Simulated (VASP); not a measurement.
Crystal: Nb.

```
CELL_PARAMETERS angstrom
-1.66395 1.66395 1.66395
1.66395 -1.66395 1.66395
1.66395 1.66395 -1.66395
ATOMIC_POSITIONS crystal
Nb 0.00000 0.00000 0.00000
```

| Property | Result |
| --- | --- |
| Program | VASP 6.6.1 |
| Task | relaxation of cell and atoms |
| Functional | PBEsol |
| Dispersion | D3(BJ) |
| Potentials or basis | VASP PAW PBE potentials, release 64 (Nb_sv) |
| Cutoff | 500 eV |
| k mesh | 11 × 11 × 11 |
| Occupations | fermi-dirac, width 0.05 eV |
| Spin | no spin polarisation |

At the start: pressure -14.6 GPa; volume 18.43 Å³/atom.

Problem. Where does the relaxation end?

Solution. Over 7 steps the energy falls by 75.0 meV/atom and the volume is 16.87 Å³/atom (-8.4 %); space group Im-3m (No. 229, to 0.1 Å) before and after.

Step by step:
```
step  energy change (eV)  largest force (eV/Å)  pressure (GPa)  volume (Å³)
   1              0.0000                0.0000          -14.60        18.43
   2              0.2105                0.0000           40.23        14.30
   3             -0.0749                0.0000           -0.73        16.94
   4             -0.0750                0.0000           -0.08        16.88
   5             -0.0750                0.0000            0.26        16.85
   6             -0.0750                0.0000           -0.39        16.91
   7             -0.0750                0.0000            0.01        16.87
```

Final structure:
```xyz
1
Lattice="-1.6158 1.6158 1.6158 1.6158 -1.6158 1.6158 1.6158 1.6158 -1.6158" Properties=species:S:1:pos:R:3 pbc="T T T"
Nb    0.0000    0.0000    0.0000
```

Caveat: the PAW data sets were made with another functional, which shifts forces and pressure a little.
